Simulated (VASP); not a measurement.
Wanted: the native input for a VASP 6.6.1 run.

```
Task                   : relaxation of cell and atoms
Functional             : PBE
Potentials or basis    : VASP PAW PBE potentials, release 64 (Ir)
Cutoff                 : 600 eV
k mesh                 : 6 × 6 × 2
Occupations            : gaussian, width 0.1 eV
Spin                   : no spin polarisation
Dipole correction      : no
Further INCAR settings : ALGO = Normal; EDIFF = 1e-06; IBRION = 2; EDIFFG = -0.04; NSW = 90; ISIF = 3
```

The structure of Ir lies in POSCAR:

```
Ir
1.0
    2.9685882496      0.0000000000      0.0000000000
   -1.4842941248      2.5708728376      0.0000000000
    0.0000000000      0.0000000000      8.0851793791
Ir
4
Direct
    0.0000000000      0.0000000000      0.2500000000
    0.0000000000      0.0000000000      0.7500000000
    0.3333333333      0.6666666667      0.7500000000
    0.6666666667      0.3333333333      0.2500000000
```

These files were run (other wordings do the same):

INCAR

```
SYSTEM = Ir
ALGO = Normal
EDIFF = 1E-6
EDIFFG = -0.04
ENCUT = 600
GGA = PE
IBRION = 2
ISIF = 3
ISMEAR = 0
LASPH = .TRUE.
LCHARG = .FALSE.
LREAL = .FALSE.
LWAVE = .FALSE.
NELM = 60
NSW = 90
PREC = Accurate
SIGMA = 0.1
```

KPOINTS

```
k-points
0
G
  6 6 2
  0 0 0
```

Potentials or basis: VASP PAW PBE potentials, release 64 (Ir).

The run is started by

```console
$ cat potpaw_PBE.64/Ir/POTCAR > POTCAR
$ mpirun -np 1 vasp_std > vasp.out
```

It gave:

```
Relaxed volume                         : 19.13 Å³/atom
Relaxed cell                           : a = 4.311 Å, b = 4.311 Å, c = 4.753 Å, α = 90.00°, β = 90.00°, γ = 120.00°
Space group after relaxing (to 0.05 Å) : P6_3/mmc (No. 194)
Energy gained by relaxing              : 16958.3 meV/atom
Ionic steps                            : 31
Pressure after relaxing                : 0.1 GPa
```

Caveat: the k points lie up to 0.66 Å⁻¹ apart in the final cell; the volume moved by over 15 % at a fixed basis, so the end points are rough.

Wall time 8.9 min on 1 thread of Intel(R) Xeon(R) Platinum 8488C (Sapphire Rapids), on a shared host, peak memory 0.21 GiB.
